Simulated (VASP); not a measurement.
# ZnS (I-4m2) in VASP: further runs, part 2 of 2

VASP 6.6.1. The steps go on from the part before.

## Step 3: Single point, PBEsol (in-plane strain -0.02)

File INCAR:

```
ALGO = Normal
EDIFF = 1E-6
ENCUT = 500
GGA = PS
GGA_COMPAT = False
ISIF = 2
ISMEAR = 0
LASPH = True
LCHARG = False
LREAL = False
LWAVE = False
NBANDS = 16
NELM = 120
PREC = Accurate
SIGMA = 0.01
```

File KPOINTS:

```
k-points
0
Gamma
  8 8 8
```

File POSCAR:

```
ZnS
1.0
    2.6242142094      2.6242142094      0.0000000000
   -2.6242142094      2.6242142094      0.0000000000
    0.0000000000      2.6242142094      2.7099028367
Zn S
1 1
Direct
    0.7500000000      0.2500000000      0.5000000000
    0.0000000000      0.0000000000      0.0000000000
```

Potentials or basis: VASP PAW PBE potentials, release 64 (Zn, S).

Started as:

```sh
cat potpaw_PBE.64/Zn/POTCAR potpaw_PBE.64/S/POTCAR > POTCAR
mpirun -np 1 vasp_std > vasp.out
```

OUTCAR:

```text
EDIFF = 1E-6
   ENCUT = 500
   GGA = PS
   ISIF = 2
   ISMEAR = 0
   LASPH = True
   LREAL = False
   NELM = 120
   PREC = Accurate

 ion  position               nearest neighbor table
   1  0.750  0.250  0.500-   2 2.30   2 2.30   2 2.30   2 2.30
   2  0.000  0.000  0.000-   1 2.30   1 2.30   1 2.30   1 2.30

  LATTYP: Found a body centered tetragonal cell.
 ALAT       =     3.7111993255
 C/A-ratio  =     1.4603919644

  Lattice vectors:

 A1 = (   2.6242142094,   0.0000000000,  -2.7099028367)
[... 641 lines left out ...]

------------------------ aborting loop because EDIFF is reached ----------------------------------------

  FORCE on cell =-STRESS in cart. coord.  units (eV):
  Direction    XX          YY          ZZ          XY          YZ          ZX
  --------------------------------------------------------------------------------------
  -------------------------------------------------------------------------------------
  Total        0.7157649      0.7157649      0.3902201      0.0000000      0.0000000      0.0000000
  in kB       30.7254808     30.7254808     16.7508927      0.0000000      0.0000000      0.0000000
  external PRESSURE =      26.0672848 kB  Pullay stress =       0.0000000 kB

 VOLUME and BASIS-vectors are now :
 -----------------------------------------------------------------------------
  energy-cutoff  :      500.00
  volume of cell :       37.32
      direct lattice vectors                 reciprocal lattice vectors
     2.624214209  2.624214209  0.000000000     0.190533226  0.190533226 -0.184508460
    -2.624214209  2.624214209  0.000000000    -0.190533226  0.190533226 -0.184508460
     0.000000000  2.624214209  2.709902837     0.000000000  0.000000000  0.369016921

 POSITION                                       TOTAL-FORCE (eV/Angst)
 -----------------------------------------------------------------------------------
      1.31211      3.93632      1.35495         0.000000      0.000000      0.000000
      0.00000      0.00000      0.00000        -0.000000     -0.000000      0.000000
 -----------------------------------------------------------------------------------
    total drift:                                0.000001      0.000000     -0.000000

  FREE ENERGIE OF THE ION-ELECTRON SYSTEM (eV)
  ---------------------------------------------------
  free  energy   TOTEN  =        -7.5751738034 eV

  energy  without entropy=       -7.5751738034  energy(sigma->0) =       -7.57517380
```

stdout:

```text
POSCAR found type information on POSCAR ZnS
 POSCAR found :  2 types and       2 ions
 scaLAPACK will be used
 -----------------------------------------------------------------------------
|                                                                             |
|                                                                             |
|     You enforced a specific xc type in the INCAR file but a different       |
|     I HOPE YOU KNOW WHAT YOU ARE DOING!                                     |
|                                                                             |
 -----------------------------------------------------------------------------

 LDA part: xc-table for (Slater+PW92), standard interpolation
 POSCAR, INCAR and KPOINTS ok, starting setup
 FFT: planning ... GRIDC
 FFT: planning ... GRID_SOFT
 FFT: planning ... GRID
 WAVECAR not read
 entering main loop
```

Wall time 24 s (1 thread of Intel Xeon Platinum 8488C (Sapphire Rapids), shared host); peak memory 0.17 GiB.

Results:

- Free energy: -7.5752 eV
- Pressure: 2.6 GPa
- Band gap on the k mesh: 2.18 eV, direct

Levels at points of the mesh, in eV from the valence-band top:
| k point | band 5 | band 6 | band 7 | band 8 | band 9 | band 10 | band 11 | band 12 | band 13 | band 14 |
| --- | --- | --- | --- | --- | --- | --- | --- | --- | --- | --- |
| (0.00, 0.00, 0.00) | -6.10 | -6.08 | -0.13 | 0.00 | 0.00 | 2.18 | 6.22 | 6.23 | 6.23 | 11.43 |
| (0.50, 0.00, 0.00) | -6.05 | -5.89 | -5.75 | -1.10 | -0.90 | 3.24 | 6.63 | 6.91 | 8.86 | 12.17 |
| (0.50, 0.50, 0.00) | -6.00 | -5.83 | -4.80 | -2.59 | -2.52 | 3.01 | 3.80 | 11.31 | 12.01 | 12.28 |
| (0.00, 0.00, 0.50) | -6.00 | -5.89 | -5.00 | -2.38 | -2.38 | 3.19 | 4.12 | 10.94 | 12.26 | 12.26 |

Caveat: the cell differs from its parent crystal (in-plane strain -0.02); the PAW data sets were made with another functional, which shifts forces and pressure a little.

## Step 4: Single point, PBEsol (in-plane strain -0.01)

File INCAR:

```
SYSTEM = ZnS
PREC = Accurate ; ENCUT = 500
EDIFF = 1E-6 ; ISMEAR = 0
SIGMA = 0.01 ; LREAL = .FALSE.
LASPH = .TRUE. ; NELM = 120
ALGO = Normal ; ISIF = 2
LWAVE = .FALSE. ; LCHARG = .FALSE.
GGA = PS ; NBANDS = 16
GGA_COMPAT = .FALSE.
```

File KPOINTS:

```
regular mesh
0
G
  8 8 8
  0 0 0
```

File POSCAR:

```
ZnS
1.0
    2.6509919054      2.6509919054      0.0000000000
   -2.6509919054      2.6509919054      0.0000000000
    0.0000000000      2.6509919054      2.6938362191
Zn S
1 1
Direct
    0.7500000000      0.2500000000      0.5000000000
    0.0000000000      0.0000000000      0.0000000000
```

Started as:

```sh
cat potpaw_PBE.64/Zn/POTCAR potpaw_PBE.64/S/POTCAR > POTCAR
mpirun -np 1 vasp_std > vasp.out
```

Run time: 22 s. Hardware: 1 thread of Intel Xeon Platinum 8488C (Sapphire Rapids), shared host; peak memory 0.17 GiB.

Results (log left out):

- Free energy: -7.5847 eV
- Pressure: 1.4 GPa
- Band gap on the k mesh: 2.14 eV, direct

Stress tensor (GPa, compression positive):
```
1.61 0.00 0.00
0.00 1.61 0.00
0.00 0.00 0.93
```

Levels at points of the mesh, in eV from the valence-band top:
| k point | band 5 | band 6 | band 7 | band 8 | band 9 | band 10 | band 11 | band 12 | band 13 | band 14 |
| --- | --- | --- | --- | --- | --- | --- | --- | --- | --- | --- |
| (0.00, 0.00, 0.00) | -6.02 | -6.02 | -0.06 | 0.00 | 0.00 | 2.14 | 6.26 | 6.26 | 6.26 | 11.61 |
| (0.50, 0.00, 0.00) | -5.98 | -5.82 | -5.65 | -1.00 | -0.91 | 3.25 | 6.72 | 6.86 | 8.83 | 12.13 |
| (0.50, 0.50, 0.00) | -5.93 | -5.78 | -4.76 | -2.47 | -2.43 | 3.09 | 3.88 | 11.17 | 12.05 | 12.19 |
| (0.00, 0.00, 0.50) | -5.94 | -5.81 | -4.85 | -2.36 | -2.36 | 3.18 | 4.04 | 10.99 | 12.16 | 12.16 |

Caveat: the cell differs from its parent crystal (in-plane strain -0.01); the PAW data sets were made with another functional, which shifts forces and pressure a little.

## Step 5: Single point, PBEsol (in-plane strain -0.01, then relaxed in part)

File INCAR:

```
SYSTEM = ZnS
PREC     = Accurate       ! precision mode
ENCUT    = 500            ! plane-wave cutoff, eV
EDIFF    = 1E-6           ! SCF threshold, eV
ISMEAR   = 0              ! smearing method
SIGMA    = 0.01           ! smearing width, eV
LREAL    = .FALSE.        ! projectors in reciprocal space
LASPH    = .TRUE.         ! aspherical terms in the spheres
NELM     = 120            ! most SCF steps
ALGO     = Normal         ! electronic algorithm
ISIF     = 2              ! what is computed and relaxed
LWAVE    = .FALSE.        ! write WAVECAR
LCHARG   = .FALSE.        ! write CHGCAR
GGA      = PS             ! functional
NBANDS   = 16             ! bands
GGA_COMPAT= .FALSE.
```

KPOINTS is that of step 4.

Changes to POSCAR since step 4:

```diff
@@ -4,3 +4,3 @@
    -2.6509919054      2.6509919054      0.0000000000
-    0.0000000000      2.6509919054      2.6938362191
+    0.0000000000      2.6509919054      2.7108988110
 Zn S
```

Started as:

```sh
cat potpaw_PBE.64/Zn/POTCAR potpaw_PBE.64/S/POTCAR > POTCAR
mpirun -np 1 vasp_std > vasp.out
```

Run time: 22 s. Hardware: 1 thread of Intel Xeon Platinum 8488C (Sapphire Rapids), shared host; peak memory 0.17 GiB.

Results (log left out):

| Property | Result |
| --- | --- |
| Free energy | -7.5856 eV |
| Pressure | 0.8 GPa |
| Band gap on the k mesh | 2.10 eV, direct |

Stress tensor (GPa, compression positive):
```
1.17 0.00 0.00
0.00 1.17 0.00
0.00 0.00 0.20
```

Levels at points of the mesh, in eV from the valence-band top:
```tsv
k point	band 6	band 7	band 8	band 9	band 10	band 11	band 12	band 13
(0.00, 0.00, 0.00)	-6.00	-0.08	0.00	0.00	2.10	6.25	6.26	6.26
(0.50, 0.00, 0.00)	-5.80	-5.61	-1.02	-0.89	3.22	6.69	6.89	8.80
(0.50, 0.50, 0.00)	-5.77	-4.73	-2.47	-2.42	3.09	3.86	11.13	11.95
(0.00, 0.00, 0.50)	-5.80	-4.86	-2.32	-2.32	3.21	4.08	10.88	12.12
```

Caveat: the cell differs from its parent crystal (in-plane strain -0.01, then relaxed in part); the PAW data sets were made with another functional, which shifts forces and pressure a little.

## Step 6: Overview

| cell | gap on the mesh (eV) | pressure (GPa) |
| --- | --- | --- |
| a = 3.711, b = 3.711, c = 3.796 Å, angles 60.7, 60.7, 90.0°, 2 atoms | 2.10 | 1.5 |
| a = 3.711, b = 3.711, c = 3.772 Å, angles 60.5, 60.5, 90.0°, 2 atoms | 2.18 | 2.6 |
| a = 3.749, b = 3.749, c = 3.779 Å, angles 60.3, 60.3, 90.0°, 2 atoms | 2.14 | 1.4 |
| a = 3.749, b = 3.749, c = 3.792 Å, angles 60.4, 60.4, 90.0°, 2 atoms | 2.10 | 0.8 |

Alike in all rows: task single point; level PBEsol; potentials or basis VASP PAW PBE potentials, release 64 (Zn, S); no spin polarisation; k mesh 8 × 8 × 8; cutoff (eV) 500; smearing gaussian 0.01 eV.

Caveats: the PAW data sets were made with another functional, which shifts forces and pressure a little.

Total energies depend on the potentials used, so only differences within one code and one set of settings carry meaning.
